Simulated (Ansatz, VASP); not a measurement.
# Two plane-wave programs on Sb

File INCAR:

```
SYSTEM = Sb
  PREC = Accurate
  ENCUT = 520
  EDIFF = 1E-6
  ISMEAR = -1
  SIGMA = 0.1
  LREAL = .FALSE.
  LASPH = .TRUE.
  NELM = 100
  ALGO = Normal
  ISIF = 2
  LWAVE = .FALSE.
  LCHARG = .FALSE.
  GGA = PE
  NBANDS = 8
```

Contents of KPOINTS:

```
regular mesh
0
G
  19 19 19
  0 0 0
```

POSCAR

```
Sb
1.0
    0.0000000000      2.4562935509      2.4562935509
    2.4562935509      0.0000000000      2.4562935509
    2.4562935509      2.4562935509      0.0000000000
Sb
1
Direct
    0.0000000000      0.0000000000      0.0000000000
```

Input for Ansatz:

```yaml
crystal:
  lattice:
    - [0.0, 2.4562935509, 2.4562935509]
    - [2.4562935509, 0.0, 2.4562935509]
    - [2.4562935509, 2.4562935509, 0.0]
  atoms:
    - { symbol: Sb, position: [0.0, 0.0, 0.0] }
hamiltonian:
  xc: pbe
  pseudopotentials:
    kind: paw
    azcp:
      Sb: "pseudopotentials/Sb.paw.azcp"
basis:
  ecutwfc: 420
  fft_grid_basis: typed
kpoints:
  mp_grid: { grid: [19, 19, 19], shift: [0, 0, 0] }
magnetization:
  spin_polarized: false
scf:
  occupations: { method: fermi_dirac, width: 0.1 }
output:
  stress: true
```

Alike in both runs: task single point; functional PBE; k mesh 19 × 19 × 19; occupations fermi-dirac, width 0.1 eV; no spin polarisation.

|  | VASP | Ansatz |
| --- | --- | --- |
| version | VASP 6.6.1 | Ansatz 0.2.0 |
| potentials or method | VASP PAW PBE potentials, release 64 (Sb), cutoff 520 eV | plane waves (420 eV) with PAW, scalar-relativistic |
| valence electrons in the cell | 5 | 15 |

VASP gave:

- pressure (GPa): -3.8

Task: Which values does Ansatz return?

Result: Pressure (GPa): -3.7.

The functional is the same, so the differences come from potentials, cutoffs and numerics. VASP's potentials hold 5 valence electrons a cell and Ansatz's 15, so a difference there can come from the potentials and not from the codes.

Neither program's run includes spin-orbit coupling.
